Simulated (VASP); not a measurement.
Runs of VASP 6.6.1 on CaO. The structure is that of space group Fm-3m (No. 225), or close to it. The cells are those of the table. 

```tsv
task	potentials or basis	cell	cutoff (eV)	smearing	gap on the mesh (eV)	pressure (GPa)
relaxation of cell and atoms	VASP PAW LDA potentials, release 64 (Ca_sv, O)	relaxed to -1 GPa from a = 3.329 Å, angles 60.0°, 2 atoms	600	gaussian 0.01 eV	3.43	-1.0
single point	VASP PAW LDA potentials, release 64 (Ca_sv, O)	a = 3.199 Å, angles 60.0°, 2 atoms	520	gaussian 0.01 eV	3.28	21.6
single point	VASP PAW LDA potentials, release 64 (Ca_sv, O_h)	a = 3.329 Å, angles 60.0°, 2 atoms	1340	gaussian 0.02 eV	3.42	(a)
single point	VASP PAW LDA potentials, release 64 (Ca_sv, O_h)	a = 3.333 Å, angles 60.0°, 2 atoms	1340	gaussian 0.1 eV	3.43	(b)
single point	VASP PAW LDA potentials, release 64 (Ca_sv, O)	a = 3.338 Å, angles 60.0°, 2 atoms	600	gaussian 0.01 eV	3.43	-0.2
relaxation of cell and atoms	VASP PAW LDA potentials, release 64 (Ca_sv, O)	relaxed to 20 GPa from a = 3.329 Å, angles 60.0°, 2 atoms	600	gaussian 0.01 eV	3.29	20.0
```

Alike in all rows: level LDA; no spin polarisation.

Estimate the missing entries.

(a) 0.9; (b) 0.4.

Caveats: the cell is relaxed towards a set pressure, so the run minimises the enthalpy, not the energy (at least some runs); the cell stands under pressure (at least some runs).

A k mesh can miss the band edges.
